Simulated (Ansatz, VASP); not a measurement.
One calculation of GaN, two programs

```
Ga N
1.0
     2.19823    2.19823    0.00000
    -2.19823    2.19823    0.00000
     0.00000    2.19823    2.19823
Ga N
1 1
Direct
  0.00000 0.00000 0.00000
  0.25000 0.75000 0.50000
```

Alike in both runs: task single point; functional PBEsol; k mesh 10 × 10 × 10; non-collinear spin, spin-orbit coupling.

|  | VASP | Ansatz |
| --- | --- | --- |
| version | VASP 6.6.1 | Ansatz 0.2.0 |
| potentials or method | VASP PAW PBE potentials, release 64 (Ga_d, N), cutoff 520 eV | all-electron LAPW |
| occupations | gaussian, width 0.01 eV | fixed |

VASP gave:

```
pressure (GPa) : 14.7
```

Estimate Ansatz's values.

pressure (GPa): 15.0.

VASP's potentials were made for PBE, not for PBEsol. Ansatz ran all-electron here, and VASP with PAW potentials.
